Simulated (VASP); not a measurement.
# SnS2 (P-3m1) in VASP: further runs

Aim: see how the results for SnS2 move with the level of theory and the settings. Levels: RPBE+D3(BJ), PBE. Tasks: single point.

Program: VASP 6.6.1. These are calculated values, not measurements. Logs are shortened: lines on timing, memory, paths and dates and some standing lists are left out, and cuts for length are marked.

## (1) The cell of the first run

It takes space group P-3m1 (No. 164, trigonal). The conventional cell has a = 3.674 Å, b = 3.674 Å, c = 6.229 Å, α = 90.00°, β = 90.00°, γ = 120.00°. Within 3.4 Å of Sn (site symmetry -3m) lie 6 S at 2.58 Å. Within 3.4 Å of S (site symmetry 3m) lie 3 Sn at 2.58 Å.

## (2) Single point, RPBE+D3(BJ)

Input file INCAR:

```
SYSTEM = SnS2
  ALGO = Normal
  EDIFF = 1E-6
  ENCUT = 500
  GGA = RP
  GGA_COMPAT = .False.
  ISIF = 2
  ISMEAR = 0
  IVDW = 12
  LASPH = .True.
  LCHARG = .False.
  LREAL = .False.
  LWAVE = .False.
  NBANDS = 20
  NELM = 120
  PREC = Accurate
  SIGMA = 0.1
```

Input file KPOINTS:

```
k-points
0
Gamma
  6 6 4
  0 0 0
```

Input file POSCAR:

```
SnS2
1.0
    3.6743056006      0.0000000000      0.0000000000
   -1.8371528003      3.1820419914      0.0000000000
    0.0000000000      0.0000000000      6.2288318400
Sn S
1 2
Direct
    0.0000000000      0.0000000000      0.0000000000
    0.3333333333      0.6666666667      0.2346534700
    0.6666666667      0.3333333333      0.7653465300
```

Potentials or basis: VASP PAW PBE potentials, release 64 (Sn_d, S).

Command:

```bash
> cat potpaw_PBE.64/Sn_d/POTCAR potpaw_PBE.64/S/POTCAR > POTCAR
> mpirun -np 1 vasp_std > vasp.out
```

OUTCAR:

```text
SYSTEM = SnS2
   EDIFF = 1E-6
   ENCUT = 500
   GGA = RP
   ISIF = 2
   ISMEAR = 0
   IVDW = 12
   LASPH = .True.
   LREAL = .False.
   NELM = 120
   PREC = Accurate
 IVDW          = 12

 ion  position               nearest neighbor table
   1  0.000  0.000  0.000-   2 2.58   3 2.58   3 2.58   2 2.58   3 2.58   2 2.58
   2  0.333  0.667  0.235-   1 2.58   1 2.58   1 2.58
   3  0.667  0.333  0.765-   1 2.58   1 2.58   1 2.58

  LATTYP: Found a hexagonal cell.
 ALAT       =     3.6743056006
 C/A-ratio  =     1.6952405480

  Lattice vectors:

 A1 = (   3.6743056006,   0.0000000000,   0.0000000000)
 A2 = (  -1.8371528003,   3.1820419914,   0.0000000000)
 A3 = (   0.0000000000,   0.0000000000,   6.2288318400)

Analysis of symmetry for initial positions (statically):
=====================================================================
 Subroutine PRICEL returns:
 Original cell was already a primitive cell.

 Routine SETGRP: Setting up the symmetry group for a
 hexagonal supercell.

 Subroutine GETGRP returns: Found 12 space group operations
 (whereof 12 operations were pure point group operations)
 out of a pool of 24 trial point group operations.

The static configuration has the point symmetry D_3d.

Analysis of symmetry for dynamics (positions and initial velocities):
=====================================================================
 Subroutine PRICEL returns:
 Original cell was already a primitive cell.

 Routine SETGRP: Setting up the symmetry group for a
 hexagonal supercell.

 Subroutine GETGRP returns: Found 12 space group operations
 (whereof 12 operations were pure point group operations)
 out of a pool of 24 trial point group operations.

The dynamic configuration has the point symmetry D_3d.

 Subroutine INISYM returns: Found 12 space group operations
 (whereof 12 operations are pure point group operations),
 and found     1 'primitive' translations

----------------------------------------------------------------------------------------

                                     Primitive cell

  volume of cell :      72.8262

  direct lattice vectors                    reciprocal lattice vectors
     3.674305601  0.000000000  0.000000000     0.272160269  0.157131804  0.000000000
[... 81 lines left out ...]
   ISPIN  =      1    spin polarized calculation?
   LNONCOLLINEAR =      F non collinear calculations
   LSORBIT =      F    spin-orbit coupling
   LASPH  =      T    aspherical Exc in radial PAW
   ENCUT  =  500.0 eV  36.75 Ry    6.06 a.u.   6.70  6.70 11.36*2*pi/ulx,y,z
   NELM   =    120;   NELMIN=  2; NELMDL= -5     # of ELM steps
   EDIFF  = 0.1E-05   stopping-criterion for ELM
   LREAL  =      F    real-space projection
   EDIFFG = 0.1E-04   stopping-criterion for IOM
   NSW    =      0    number of steps for IOM
   IBRION =     -1    ionic relax: 0-MD 1-quasi-New 2-CG
   NFREE  =      0    steps in history (QN), initial steepest desc. (CG)
   ISIF   =      2    stress and relaxation
   ISYM   =      2    0-nonsym 1-usesym 2-fastsym
   POTIM  = 0.5000    time-step for ionic-motion
   TEBEG  =    0.0;   TEEND  =   0.0 temperature during run
   PSTRESS=    0.0 pullay stress
   NELECT =      26.0000    total number of electrons
   NUPDOWN=      -1.0000    fix difference up-down
   EMIN   =  10.00;   EMAX   =-10.00  energy-range for DOS
   EFERMI =   0.00;   METHOD = LEGACY
   ISMEAR =     0;   SIGMA  =   0.10  broadening in eV -4-tet -1-fermi 0-gaus
   EFERMI_NEDOS =   21; number of points for ismear=-14 and -15
   IALGO  =     38    algorithm
   IMIX   =      4    mixing-type and parameters
     AMIX     =   0.40;   BMIX     =  1.00
     AMIX_MAG =   1.60;   BMIX_MAG =  1.00
  volume/ion in A,a.u.               =      24.28       163.82
  Fermi-wavevector in a.u.,A,eV,Ry     =   1.161368  2.194668 18.351220  1.348777
  Thomas-Fermi vector in A             =   2.297941
   LORBIT       =      0    0 simple, 1 ext, 2 COOP (PROOUT), +10 PAW based schemes
   GGA     = RP    functional components
   LHFCALC =     F    Hartree Fock is set to
   AEXX    =    0.0000 exact exchange contribution
   IVDW    =    12    specifies the selected vdW correction
   LEPSILON=     F    determine dielectric tensor
   LRPA    =     F    only Hartree local field effects (RPA)
 non-spin polarized calculation
 Gauss-broadening in eV      SIGMA  =   0.10
  energy-cutoff  :      500.00
  volume of cell :       72.83
 maximum number of plane-waves:      1870
 NGX is ok and might be reduce to    28
   NGX = 13   NGY = 13   NGZ = 23

 number of electron      26.0000004 magnetization

 Free energy of the ion-electron system (eV)
  ---------------------------------------------------
  ext. energy  EPLUGINS =         0.00000000
  ---------------------------------------------------
  free energy    TOTEN  =       -12.24314829 eV

  energy without entropy =      -12.24314829  energy(sigma->0) =      -12.24314829

 E-fermi :   4.3149     XC(G=0):  -8.9752

 val. band max:        3.8391369983   @ k =   0.1667   0.0000   0.0000
 cond. band min:       5.5316808265   @ k =   0.5000  -0.0000   0.5000
 fundamental gap:      1.6925438282
 Fermi energy:         4.3148504851

 k-point     1 :       0.0000    0.0000    0.0000
  band No.  band energies     occupation
      1     -16.9625      2.00000
      2     -16.9625      2.00000
      3     -16.9294      2.00000
      4     -16.9016      2.00000
      5     -16.9016      2.00000
      6      -9.6197      2.00000
[... 541 lines left out ...]
     19      13.3452      0.00000
     20      13.5937      0.00000

------------------------ aborting loop because EDIFF is reached ----------------------------------------

 Edisp (eV)   -4.02050

 E8    (eV) :    -2.4988

  FORCE on cell =-STRESS in cart. coord.  units (eV):
  Direction    XX          YY          ZZ          XY          YZ          ZX
  --------------------------------------------------------------------------------------
  -------------------------------------------------------------------------------------
  Total      -3.60385    -3.60385    -1.69813    -0.00000    -0.00000     0.00000
  in kB     -79.28475   -79.28475   -37.35896    -0.00000    -0.00000     0.00000
  external pressure =      -65.31 kB  Pullay stress =        0.00 kB

 VOLUME and BASIS-vectors are now :
 -----------------------------------------------------------------------------
  energy-cutoff  :      500.00
  volume of cell :       72.83
      direct lattice vectors                 reciprocal lattice vectors
     3.674305601  0.000000000  0.000000000     0.272160269  0.157131804  0.000000000
    -1.837152800  3.182041991  0.000000000     0.000000000  0.314263609  0.000000000
     0.000000000  0.000000000  6.228831840     0.000000000  0.000000000  0.160543747

 POSITION                                       TOTAL-FORCE (eV/Angst)
 -----------------------------------------------------------------------------------
      0.00000      0.00000      0.00000         0.000000      0.000000      0.000000
     -0.00000      2.12136      1.46162         0.000000     -0.000000     -0.302176
      1.83715      1.06068      4.76721        -0.000000      0.000000      0.302176
 -----------------------------------------------------------------------------------
    total drift:                                0.000000      0.000000     -0.000000

  FREE ENERGIE OF THE ION-ELECTRON SYSTEM (eV)
  ---------------------------------------------------
  free  energy   TOTEN  =       -16.2636466682 eV

  energy  without entropy=      -16.2636466682  energy(sigma->0) =      -16.26364667
```

It took 22 s on 1 thread of Intel Xeon Platinum 8259CL at 2.50GHz (Skylake/Cascade Lake), shared host; peak memory 0.2 GiB.

What came out:

```yaml
Free_energy: -16.2636 eV
Pressure: -6.5 GPa
Largest_force: 0.302 eV/Å
Band_gap_on_the_k_mesh: 1.69 eV (least direct gap 1.97 eV)
Dispersion_energy_per_atom: -1.340 eV
```

Forces on the atoms (eV/Å):
```
Sn   0.000  0.000  0.000
S    0.000  0.000 -0.302
S    0.000  0.000  0.302
```

Caveat: three body term missing; the cell stands under tension; the dispersion term is far too large for a dense solid, which distorts pressure and volume; the PAW data sets were made with another functional, which shifts forces and pressure a little; spin-orbit coupling is left out, which moves the levels of the heavy elements. A k mesh can miss the band edges.

## (3) Single point, PBE

This run uses another cell than the first one, of 25.25 Å³/atom.

Input file INCAR:

```
SYSTEM = SnS2
PREC = Accurate ; ENCUT = 500
EDIFF = 1E-6 ; ISMEAR = 0
SIGMA = 0.1 ; LREAL = .FALSE.
LASPH = .TRUE. ; NELM = 120
ALGO = Normal ; ISIF = 2
LWAVE = .FALSE. ; LCHARG = .FALSE.
GGA = PE ; NBANDS = 20
GGA_COMPAT = .FALSE.
```

Input file KPOINTS:

```
regular mesh
0
G
  6 6 4
  0 0 0
```

Input file POSCAR:

```
SnS2
1.0
    3.7226572718      0.0000000000      0.0000000000
   -1.8613286359      3.2239157669      0.0000000000
    0.0000000000      0.0000000000      6.3107995535
Sn S
1 2
Direct
    0.0000000000      0.0000000000      0.0000000000
    0.3333333333      0.6666666667      0.2346534700
    0.6666666667      0.3333333333      0.7653465300
```

Potentials or basis: VASP PAW PBE potentials, release 64 (Sn_d, S).

Command:

```bash
> cat potpaw_PBE.64/Sn_d/POTCAR potpaw_PBE.64/S/POTCAR > POTCAR
> mpirun -np 1 vasp_std > vasp.out
```

Run time: 25 s. Hardware: 1 thread of Intel Xeon Platinum 8259CL at 2.50GHz (Skylake/Cascade Lake), shared host; peak memory 0.2 GiB.

The run converged. Its results:

```
Free energy            : -13.2060 eV
Pressure               : -0.7 GPa
Largest force          : 0.134 eV/Å
Band gap on the k mesh : 1.51 eV (least direct gap 1.78 eV)
```

Forces in eV/Å, atoms in the order of the input:
```
Sn   0.000  0.000  0.000
S    0.000  0.000 -0.134
S    0.000  0.000  0.134
```

Stress tensor (GPa, compression positive):
```
-0.89  0.00  0.00
 0.00 -0.89  0.00
 0.00  0.00 -0.36
```

Levels at points of the mesh, in eV from the valence-band top:
```
           k point  band 10  band 11  band 12  band 13  band 14  band 15  band 16  band 17
(0.00, 0.00, 0.00)    -0.48    -0.17    -0.17    -0.07     1.86     3.73     5.40     5.40
(0.50, 0.00, 0.00)    -2.20    -2.18    -0.58    -0.18     1.66     4.62     6.34     6.34
(0.00, 0.00, 0.50)    -0.52    -0.52    -0.11    -0.11     2.74     3.74     5.28     5.28
(0.50, 0.00, 0.50)    -2.13    -1.66    -0.45    -0.34     1.51     4.85     5.86     6.55
```

Caveat: spin-orbit coupling is left out, which moves the levels of the heavy elements; this functional lacks dispersion, which binds layers or chains, so the pressure and a relaxed spacing across them are unreliable.

## (4) Single point, PBE

This run uses another cell than the first one, of 27.67 Å³/atom.

Input file INCAR:

```
SYSTEM = SnS2
ALGO = Normal ; EDIFF = 1E-6
ENCUT = 500 ; GGA = PE
GGA_COMPAT = .False. ; ISIF = 2
ISMEAR = 0 ; LASPH = .True.
LCHARG = .False. ; LREAL = .False.
LWAVE = .False. ; NBANDS = 20
NELM = 120 ; PREC = Accurate
SIGMA = 0.01
```

Input file KPOINTS:

```
k-points
0
Gamma
  6 6 4
  0 0 0
```

Input file POSCAR:

```
SnS2
1.0
    3.8383410310      0.0000000000      0.0000000000
   -1.9191705155      3.3241008412      0.0000000000
    0.0000000000      0.0000000000      6.5069113529
Sn S
1 2
Direct
    0.0000000000      0.0000000000      0.0000000000
    0.3333333333      0.6666666667      0.2346534700
    0.6666666667      0.3333333333      0.7653465300
```

Potentials or basis: VASP PAW PBE potentials, release 64 (Sn_d, S).

Command:

```bash
> cat potpaw_PBE.64/Sn_d/POTCAR potpaw_PBE.64/S/POTCAR > POTCAR
> mpirun -np 1 vasp_std > vasp.out
```

OUTCAR:

```text
SYSTEM = SnS2
   EDIFF = 1E-6
   ENCUT = 500
   GGA = PE
   ISIF = 2
   ISMEAR = 0
   LASPH = .True.
   LREAL = .False.
   NELM = 120
   PREC = Accurate

 ion  position               nearest neighbor table
   1  0.000  0.000  0.000-   2 2.69   3 2.69   2 2.69   3 2.69   3 2.69   2 2.69
   2  0.333  0.667  0.235-   1 2.69   1 2.69   1 2.69
   3  0.667  0.333  0.765-   1 2.69   1 2.69   1 2.69

  LATTYP: Found a hexagonal cell.
 ALAT       =     3.8383410310
 C/A-ratio  =     1.6952405480

  Lattice vectors:

 A1 = (   3.8383410310,   0.0000000000,   0.0000000000)
 A2 = (  -1.9191705155,   3.3241008412,   0.0000000000)
 A3 = (   0.0000000000,   0.0000000000,   6.5069113529)

Analysis of symmetry for initial positions (statically):
=====================================================================
 Subroutine PRICEL returns:
 Original cell was already a primitive cell.

 Routine SETGRP: Setting up the symmetry group for a
 hexagonal supercell.

 Subroutine GETGRP returns: Found 12 space group operations
 (whereof 12 operations were pure point group operations)
 out of a pool of 24 trial point group operations.

The static configuration has the point symmetry D_3d.

Analysis of symmetry for dynamics (positions and initial velocities):
=====================================================================
 Subroutine PRICEL returns:
 Original cell was already a primitive cell.

 Routine SETGRP: Setting up the symmetry group for a
 hexagonal supercell.

 Subroutine GETGRP returns: Found 12 space group operations
 (whereof 12 operations were pure point group operations)
 out of a pool of 24 trial point group operations.

The dynamic configuration has the point symmetry D_3d.

 Subroutine INISYM returns: Found 12 space group operations
 (whereof 12 operations are pure point group operations),
 and found     1 'primitive' translations

----------------------------------------------------------------------------------------

                                     Primitive cell
[... 110 lines left out ...]
   IMIX   =      4    mixing-type and parameters
     AMIX     =   0.40;   BMIX     =  1.00
     AMIX_MAG =   1.60;   BMIX_MAG =  1.00
  volume/ion in A,a.u.               =      27.67       186.75
  Fermi-wavevector in a.u.,A,eV,Ry     =   1.111736  2.100877 16.816220  1.235957
  Thomas-Fermi vector in A             =   2.248303
   LORBIT       =      0    0 simple, 1 ext, 2 COOP (PROOUT), +10 PAW based schemes
   GGA     = PE    functional components
   LHFCALC =     F    Hartree Fock is set to
   AEXX    =    0.0000 exact exchange contribution
   IVDW    =     0    specifies the selected vdW correction
   LEPSILON=     F    determine dielectric tensor
   LRPA    =     F    only Hartree local field effects (RPA)
 non-spin polarized calculation
 Gauss-broadening in eV      SIGMA  =   0.01
  energy-cutoff  :      500.00
  volume of cell :       83.02
 maximum number of plane-waves:      2123
   NGX = 13   NGY = 13   NGZ = 23

 number of electron      26.0000016 magnetization

 Free energy of the ion-electron system (eV)
  ---------------------------------------------------
  ext. energy  EPLUGINS =         0.00000000
  ---------------------------------------------------
  free energy    TOTEN  =       -13.05854469 eV

  energy without entropy =      -13.05854469  energy(sigma->0) =      -13.05854469

 E-fermi :   2.5241     XC(G=0):  -8.6241

 val. band max:        2.4622142133   @ k =   0.1667   0.0000   0.0000
 cond. band min:       3.7422500364   @ k =   0.5000   0.0000   0.5000
 fundamental gap:      1.2800358231
 Fermi energy:         2.5241020998

 k-point     1 :       0.0000    0.0000    0.0000
  band No.  band energies     occupation
      1     -18.2664      2.00000
      2     -18.2664      2.00000
      3     -18.2524      2.00000
      4     -18.2346      2.00000
      5     -18.2346      2.00000
      6     -10.1568      2.00000
[... 541 lines left out ...]
     19      11.8810      0.00000
     20      11.9046      0.00000

------------------------ aborting loop because EDIFF is reached ----------------------------------------

  FORCE on cell =-STRESS in cart. coord.  units (eV):
  Direction    XX          YY          ZZ          XY          YZ          ZX
  --------------------------------------------------------------------------------------
  -------------------------------------------------------------------------------------
  Total       -2.9851463     -2.9851463     -2.4168583      0.0000000      0.0000000      0.0000000
  in kB      -57.6081015    -57.6081015    -46.6411367      0.0000000      0.0000000      0.0000000
  external PRESSURE =     -53.9524466 kB  Pullay stress =       0.0000000 kB

 VOLUME and BASIS-vectors are now :
 -----------------------------------------------------------------------------
  energy-cutoff  :      500.00
  volume of cell :       83.02
      direct lattice vectors                 reciprocal lattice vectors
     3.838341031  0.000000000  0.000000000     0.260529221  0.150416616  0.000000000
    -1.919170516  3.324100841  0.000000000     0.000000000  0.300833232  0.000000000
     0.000000000  0.000000000  6.506911353     0.000000000  0.000000000  0.153682745

 POSITION                                       TOTAL-FORCE (eV/Angst)
 -----------------------------------------------------------------------------------
      0.00000      0.00000      0.00000        -0.000000      0.000000      0.000000
     -0.00000      2.21607      1.52687         0.000000      0.000000     -0.816805
      1.91917      1.10803      4.98004        -0.000000     -0.000000      0.816805
 -----------------------------------------------------------------------------------
    total drift:                                0.000000      0.000000     -0.000000

  FREE ENERGIE OF THE ION-ELECTRON SYSTEM (eV)
  ---------------------------------------------------
  free  energy   TOTEN  =       -13.0585446908 eV

  energy  without entropy=      -13.0585446908  energy(sigma->0) =      -13.05854469
```

stdout:

```text
POSCAR found type information on POSCAR SnS
 POSCAR found :  2 types and       3 ions
 scaLAPACK will be used
 LDA part: xc-table for (Slater+PW92), standard interpolation
 POSCAR, INCAR and KPOINTS ok, starting setup
 FFT: planning ... GRIDC
 FFT: planning ... GRID_SOFT
 FFT: planning ... GRID
 WAVECAR not read
 entering main loop
```

It took 22 s on 1 thread of Intel Xeon Platinum 8259CL at 2.50GHz (Skylake/Cascade Lake), shared host; peak memory 0.2 GiB.

Results:

```yaml
Free_energy: -13.0585 eV
Pressure: -5.4 GPa
Largest_force: 0.817 eV/Å
Band_gap_on_the_k_mesh: 1.28 eV (least direct gap 1.46 eV)
```

Forces on the atoms (eV/Å):
```
Sn   0.000  0.000  0.000
S    0.000  0.000 -0.817
S    0.000  0.000  0.817
```

Levels at points of the mesh, in eV from the valence-band top:
```tsv
k point	band 11	band 12	band 13	band 14	band 15	band 16
(0.00, 0.00, 0.00)	-0.15	-0.15	-0.05	1.40	3.59	5.17
(0.50, 0.00, 0.00)	-1.92	-0.48	-0.16	1.44	4.47	6.03
(0.00, 0.00, 0.50)	-0.45	-0.10	-0.10	2.24	3.55	5.07
(0.50, 0.00, 0.50)	-1.50	-0.36	-0.29	1.28	4.69	5.75
```

Caveat: the cell stands under tension; spin-orbit coupling is left out, which moves the levels of the heavy elements; this functional lacks dispersion, which binds layers or chains, so the pressure and a relaxed spacing across them are unreliable. A k mesh can miss the band edges.

## (5) The runs side by side

| level | cell | smearing | gap on the mesh (eV) | pressure (GPa) | largest force (eV/Å) |
| --- | --- | --- | --- | --- | --- |
| RPBE+D3(BJ) | a = 3.674, b = 3.674, c = 6.229 Å, angles 90.0, 90.0, 120.0°, 3 atoms | gaussian 0.1 eV | 1.69 | -6.5 | 0.30 |
| PBE | a = 3.723, b = 3.723, c = 6.311 Å, angles 90.0, 90.0, 120.0°, 3 atoms | gaussian 0.1 eV | 1.51 | -0.7 | 0.13 |
| PBE | a = 3.838, b = 3.838, c = 6.507 Å, angles 90.0, 90.0, 120.0°, 3 atoms | gaussian 0.01 eV | 1.28 | -5.4 | 0.82 |

Alike in all rows: task single point; potentials or basis VASP PAW PBE potentials, release 64 (Sn_d, S); no spin polarisation; k mesh 6 × 6 × 4; cutoff (eV) 500.

Caveats: spin-orbit coupling is left out, which moves the levels of the heavy elements; the cell stands under tension (at least some runs); this functional lacks dispersion, which binds layers or chains, so the pressure and a relaxed spacing across them are unreliable (at least some runs); three body term missing (at least some runs); the dispersion term is far too large for a dense solid, which distorts pressure and volume (at least some runs); the PAW data sets were made with another functional, which shifts forces and pressure a little (at least some runs).

Total energies depend on the potentials used, so only differences within one code and one set of settings carry meaning.
